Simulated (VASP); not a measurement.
# Mg (Fm-3m) in VASP: notebook

Mg is run at these levels: LDA; tasks: single point.

Everything below comes from runs of VASP 6.6.1. Logs are shortened: lines on timing, memory, paths and dates and some standing lists are left out, and cuts for length are marked.

## 1. The cell of the first run

Symmetry: Fm-3m, No. 225, cubic system. Conventional cell: a = 4.548 Å, b = 4.548 Å, c = 4.548 Å, α = 90.00°, β = 90.00°, γ = 90.00°. Mg (site symmetry m-3m) has 12 Mg at 3.22 Å within 4.2 Å.

## 2. Single point, LDA (volume scaled by 1.08)

The input, INCAR:

```
PREC     = Accurate       # precision mode
ENCUT    = 520            # plane-wave cutoff, eV
EDIFF    = 1E-6           # SCF threshold, eV
ISMEAR   = -1             # smearing method
SIGMA    = 0.1            # smearing width, eV
LREAL    = F              # projectors in reciprocal space
LASPH    = T              # aspherical terms in the spheres
NELM     = 100            # most SCF steps
ALGO     = Normal         # electronic algorithm
ISIF     = 2              # what is computed and relaxed
LWAVE    = F              # write WAVECAR
LCHARG   = F              # write CHGCAR
NBANDS   = 7              # bands
```

The input, KPOINTS:

```
Automatic mesh
0
Gamma
  14 14 14
```

The input, POSCAR:

```
Mg
1.0
    0.0000000000      2.2739911148      2.2739911148
    2.2739911148      0.0000000000      2.2739911148
    2.2739911148      2.2739911148      0.0000000000
Mg
1
Direct
    0.0000000000      0.0000000000      0.0000000000
```

Potentials or basis: VASP PAW LDA potentials, release 64 (Mg).

Command:

```console
> cat potpaw_LDA.64/Mg/POTCAR > POTCAR
> mpirun -np 1 vasp_std > vasp.out
```

OUTCAR:

```text
PREC = Accurate
   ENCUT = 520
   EDIFF = 1E-6
   ISMEAR = -1
   LREAL = F
   LASPH = T
   NELM = 100
   ISIF = 2

 ion  position               nearest neighbor table
   1  0.000  0.000  0.000-

  LATTYP: Found a face centered cubic cell.
 ALAT       =     4.5479822296

  Lattice vectors:

 A1 = (   0.0000000000,   2.2739911148,   2.2739911148)
 A2 = (   2.2739911148,   0.0000000000,   2.2739911148)
 A3 = (   2.2739911148,   2.2739911148,   0.0000000000)

Analysis of symmetry for initial positions (statically):
=====================================================================
 Subroutine PRICEL returns:
 Original cell was already a primitive cell.

 Routine SETGRP: Setting up the symmetry group for a
 face centered cubic supercell.

 Subroutine GETGRP returns: Found 48 space group operations
[... 9 lines left out ...]

 Routine SETGRP: Setting up the symmetry group for a
 face centered cubic supercell.

 Subroutine GETGRP returns: Found 48 space group operations
[... 11 lines left out ...]
                                     Primitive cell

  volume of cell :      23.5178

  direct lattice vectors                    reciprocal lattice vectors
     0.000000000  2.273991115  2.273991115    -0.219877728  0.219877728  0.219877728
     2.273991115  0.000000000  2.273991115     0.219877728 -0.219877728  0.219877728
     2.273991115  2.273991115  0.000000000     0.219877728  0.219877728 -0.219877728

  length of vectors
     3.215909075  3.215909075  3.215909075     0.380839396  0.380839396  0.380839396

  position of ions in fractional coordinates (direct lattice)
     0.000000000  0.000000000  0.000000000

  ion indices of the primitive-cell ions
   primitive index   ion index
                 1           1

----------------------------------------------------------------------------------------

 KPOINTS: Automatic mesh

Automatic generation of k-mesh.
 Grid dimensions read from file:
 generate k-points for:   14   14   14

 Generating k-lattice:

  Cartesian coordinates                     Fractional coordinates (reciprocal lattice)
    -0.015705552  0.015705552  0.015705552     0.071428571  0.000000000  0.000000000
     0.015705552 -0.015705552  0.015705552     0.000000000  0.071428571  0.000000000
     0.015705552  0.015705552 -0.015705552     0.000000000  0.000000000  0.071428571

  Length of vectors
     0.027202814  0.027202814  0.027202814

  Shift w.r.t. Gamma in fractional coordinates (k-lattice)
     0.000000000  0.000000000  0.000000000

 Subroutine IBZKPT returns following result:
 ===========================================

 Found    104 irreducible k-points:

 Following reciprocal coordinates:
            Coordinates               Weight
  0.000000  0.000000  0.000000      1.000000
  0.071429  0.000000  0.000000      8.000000
  0.142857  0.000000  0.000000      8.000000
  0.214286  0.000000  0.000000      8.000000
  0.285714  0.000000  0.000000      8.000000
  0.357143  0.000000  0.000000      8.000000
[... 16 lines left out ...]
  0.214286  0.142857  0.000000     24.000000
  0.285714  0.142857  0.000000     24.000000
 [... further k-points ...]
   k-points           NKPTS =    104   k-points in BZ     NKDIM =    104   number of bands    NBANDS=      7
   number of dos      NEDOS =    301   number of ions     NIONS =      1
   total plane-waves  NPLWV =  13824
   dimension x,y,z NGX =    24 NGY =   24 NGZ =   24
   dimension x,y,z NGXF=    48 NGYF=   48 NGZF=   48
   ions per type =               1
   NGX,Y,Z   is equivalent  to a cutoff of  12.41, 12.41, 12.41 a.u.
   NGXF,Y,Z  is equivalent  to a cutoff of  24.81, 24.81, 24.81 a.u.
 SYSTEM =  unknown system
   PREC   = accura    normal or accurate (medium, high low for compatibility)
   ISTART =      0    job   : 0-new  1-cont  2-samecut
   ICHARG =      2    charge: 1-file 2-atom 10-const
   ISPIN  =      1    spin polarized calculation?
   LNONCOLLINEAR =      F non collinear calculations
   LSORBIT =      F    spin-orbit coupling
   LASPH  =      T    aspherical Exc in radial PAW
   ENCUT  =  520.0 eV  38.22 Ry    6.18 a.u.   5.98  5.98  5.98*2*pi/ulx,y,z
   NELM   =    100;   NELMIN=  2; NELMDL= -5     # of ELM steps
   EDIFF  = 0.1E-05   stopping-criterion for ELM
   LREAL  =      F    real-space projection
   EDIFFG = 0.1E-04   stopping-criterion for IOM
   NSW    =      0    number of steps for IOM
   IBRION =     -1    ionic relax: 0-MD 1-quasi-New 2-CG
   NFREE  =      0    steps in history (QN), initial steepest desc. (CG)
   ISIF   =      2    stress and relaxation
   ISYM   =      2    0-nonsym 1-usesym 2-fastsym
   POTIM  = 0.5000    time-step for ionic-motion
   TEBEG  =    0.0;   TEEND  =   0.0 temperature during run
   PSTRESS=    0.0 pullay stress
   NELECT =       2.0000    total number of electrons
   NUPDOWN=      -1.0000    fix difference up-down
   EMIN   =  10.00;   EMAX   =-10.00  energy-range for DOS
   EFERMI =   0.00;   METHOD = LEGACY
   ISMEAR =    -1;   SIGMA  =   0.10  broadening in eV -4-tet -1-fermi 0-gaus
   EFERMI_NEDOS =   21; number of points for ismear=-14 and -15
   IALGO  =     38    algorithm
   IMIX   =      4    mixing-type and parameters
     AMIX     =   0.40;   BMIX     =  1.00
     AMIX_MAG =   1.60;   BMIX_MAG =  1.00
  volume/ion in A,a.u.               =      23.52       158.71
  Fermi-wavevector in a.u.,A,eV,Ry     =   0.719923  1.360457  7.051752  0.518289
  Thomas-Fermi vector in A             =   1.809243
   LORBIT       =      0    0 simple, 1 ext, 2 COOP (PROOUT), +10 PAW based schemes
   GGA     = CA    functional components
   LHFCALC =     F    Hartree Fock is set to
   AEXX    =    0.0000 exact exchange contribution
   IVDW    =     0    specifies the selected vdW correction
   LEPSILON=     F    determine dielectric tensor
   LRPA    =     F    only Hartree local field effects (RPA)
 non-spin polarized calculation
  energy-cutoff  :      520.00
  volume of cell :       23.52
 maximum number of plane-waves:       646
   NGX = 11   NGY = 11   NGZ = 11

 number of electron       2.0000000 magnetization

 Free energy of the ion-electron system (eV)
  ---------------------------------------------------
  ext. energy  EPLUGINS =         0.00000000
  ---------------------------------------------------
  free energy    TOTEN  =        -1.78893296 eV

  energy without entropy =       -1.77618889  energy(sigma->0) =       -1.78256092

 E-fermi :   2.3200     XC(G=0):  -8.6020

 val. band max:        2.2758453074   @ k =   0.5000   0.1429   0.0000
 cond. band min:       2.4039077502   @ k =  -0.4286   0.4286   0.0000
 fundamental gap:      0.1280624428
 Fermi energy:         2.3200119174

 k-point     1 :       0.0000    0.0000    0.0000
  band No.  band energies     occupation
      1      -4.4706      2.00000
      2      14.4950      0.00000
      3      14.4950      0.00000
      4      14.4950      0.00000
      5      16.1582      0.00000
      6      16.1582      0.00000
      7      16.1582      0.00000

 k-point     2 :       0.0714    0.0000    0.0000
  band No.  band energies     occupation
      1      -4.3591      2.00000
      2      12.8249      0.00000
      3      14.2102      0.00000
      4      14.2102      0.00000
      5      16.3286      0.00000
      6      16.6286      0.00000
      7      16.6286      0.00000

 k-point     3 :       0.1429    0.0000    0.0000
  band No.  band energies     occupation
      1      -4.0255      2.00000
      2      10.5117      0.00000
      3      13.7561      0.00000
      4      13.7561      0.00000
      5      16.0640      0.00000
      6      17.5965      0.00000
      7      17.5965      0.00000

 k-point     4 :       0.2143    0.0000    0.0000
  band No.  band energies     occupation
      1      -3.4720      2.00000
      2       8.2640      0.00000
      3      13.4024      0.00000
      4      13.4024      0.00000
      5      15.7786      0.00000
      6      16.9792      0.00000
      7      16.9792      0.00000

 k-point     5 :       0.2857    0.0000    0.0000
  band No.  band energies     occupation
      1      -2.7023      2.00000
      2       6.1560      0.00000
      3      13.2049      0.00000
      4      13.2049      0.00000
      5      15.6031      0.00000
      6      15.9160      0.00000
      7      15.9160      0.00000

 k-point     6 :       0.3571    0.0000    0.0000
  band No.  band energies     occupation
      1      -1.7214      2.00000
      2       4.2126      0.00000
      3      13.1750      0.00000
      4      13.1750      0.00000
      5      15.0262      0.00000
      6      15.0262      0.00000
      7      15.5850      0.00000

 k-point     7 :       0.4286    0.0000    0.0000
  band No.  band energies     occupation
      1      -0.5369      2.00000
      2       2.4488      0.43227
      3      13.3023      0.00000
      4      13.3023      0.00000
      5      14.3430      0.00000
      6      14.3430      0.00000
      7      15.7125      0.00000

 k-point     8 :       0.5000    0.0000    0.0000
  band No.  band energies     occupation
      1       0.7072      2.00000
      2       1.0114      2.00000
      3      13.4536      0.00000
      4      13.4536      0.00000
      5      14.0057      0.00000
      6      14.0057      0.00000
      7      15.8320      0.00000

 k-point     9 :       0.0714    0.0714    0.0000
  band No.  band energies     occupation
      1      -4.3220      2.00000
      2      13.4703      0.00000
      3      13.4901      0.00000
      4      13.4901      0.00000
      5      15.7253      0.00000
      6      17.4014      0.00000
      7      17.4014      0.00000

 k-point    10 :       0.1429    0.0714    0.0000
  band No.  band energies     occupation
      1      -4.0625      2.00000
      2      11.3181      0.00000
      3      12.8825      0.00000
      4      13.6493      0.00000
      5      15.9087      0.00000
      6      16.9552      0.00000
      7      17.4727      0.00000

 k-point    11 :       0.2143    0.0714    0.0000
  band No.  band energies     occupation
      1      -3.5825      2.00000
      2       9.0687      0.00000
      3      12.4385      0.00000
      4      13.4057      0.00000
      5      15.6532      0.00000
      6      16.9223      0.00000
      7      17.2219      0.00000
[... 51 lines left out ...]
 k-point    17 :      -0.3571    0.0714    0.0000
  band No.  band energies     occupation
      1      -1.2528      2.00000
      2       3.6936      0.00000
      3      11.3510      0.00000
      4      13.5778      0.00000
      5      14.5641      0.00000
      6      14.8361      0.00000
      7      16.5437      0.00000

 k-point    18 :      -0.2857    0.0714    0.0000
  band No.  band energies     occupation
      1      -2.3015      2.00000
      2       5.5731      0.00000
      3      11.3256      0.00000
      4      14.2927      0.00000
      5      14.6430      0.00000
      6      15.6665      0.00000
      7      16.4995      0.00000

 k-point    19 :      -0.2143    0.0714    0.0000
  band No.  band energies     occupation
      1      -3.1414      2.00000
      2       7.6160      0.00000
      3      11.4934      0.00000
      4      14.5425      0.00000
      5      15.5330      0.00000
      6      16.4040      0.00000
      7      16.8710      0.00000

 k-point    20 :      -0.1429    0.0714    0.0000
  band No.  band energies     occupation
      1      -3.7668      2.00000
      2       9.7825      0.00000
      3      11.8675      0.00000
      4      14.7611      0.00000
      5      16.6810      0.00000
      6      16.7088      0.00000
      7      17.1319      0.00000

 k-point    21 :      -0.0714    0.0714    0.0000
  band No.  band energies     occupation
      1      -4.1737      2.00000
      2      11.8183      0.00000
      3      12.6273      0.00000
      4      14.7831      0.00000
      5      16.3748      0.00000
      6      16.7275      0.00000
      7      17.4172      0.00000

 k-point    22 :       0.1429    0.1429    0.0000
  band No.  band energies     occupation
      1      -3.8776      2.00000
      2      12.0050      0.00000
      3      12.1812      0.00000
      4      12.1812      0.00000
      5      14.6535      0.00000
      6      15.5630      0.00000
      7      19.3952      0.00000

 k-point    23 :       0.2143    0.1429    0.0000
  band No.  band energies     occupation
      1      -3.4720      2.00000
      2       9.9929      0.00000
      3      11.6614      0.00000
      4      12.4139      0.00000
      5      13.9325      0.00000
      6      15.0341      0.00000
      7      19.6317      0.00000

 k-point    24 :       0.2857    0.1429    0.0000
  band No.  band energies     occupation
      1      -2.8484      2.00000
      2       7.8579      0.00000
      3      11.3257      0.00000
      4      12.1560      0.00000
      5      12.9550      0.00000
      6      16.0153      0.00000
      7      19.2145      0.00000

 [... further k-points ...]
[... 5 lines left out ...]
  --------------------------------------------------------------------------------------
  -------------------------------------------------------------------------------------
  Total       -0.4108655     -0.4108655     -0.4108655     -0.0000000      0.0000000      0.0000000
  in kB      -27.9907113    -27.9907113    -27.9907113     -0.0000000      0.0000000      0.0000000
  external PRESSURE =     -27.9907113 kB  Pullay stress =       0.0000000 kB

 VOLUME and BASIS-vectors are now :
 -----------------------------------------------------------------------------
  energy-cutoff  :      520.00
  volume of cell :       23.52
      direct lattice vectors                 reciprocal lattice vectors
     0.000000000  2.273991115  2.273991115    -0.219877728  0.219877728  0.219877728
     2.273991115  0.000000000  2.273991115     0.219877728 -0.219877728  0.219877728
     2.273991115  2.273991115  0.000000000     0.219877728  0.219877728 -0.219877728

 POSITION                                       TOTAL-FORCE (eV/Angst)
 -----------------------------------------------------------------------------------
      0.00000      0.00000      0.00000         0.000000     -0.000000      0.000000
 -----------------------------------------------------------------------------------
    total drift:                                0.000000      0.000000     -0.000000

  FREE ENERGIE OF THE ION-ELECTRON SYSTEM (eV)
  ---------------------------------------------------
  free  energy   TOTEN  =        -1.7889329570 eV

  energy  without entropy=       -1.7761888859  energy(sigma->0) =       -1.78256092
```

It took 8.9 s on 1 thread of AMD EPYC 7R13 (Zen 3), shared host; peak memory 0.1 GiB.

Results:

- Free energy: -1.7889 eV
- Pressure: -2.8 GPa
- Band gap on the k mesh: zero (band 1 reaches 3.34 eV, above the bottom of band 2 at 1.01 eV)

(Part 1 of 2 ends here.)
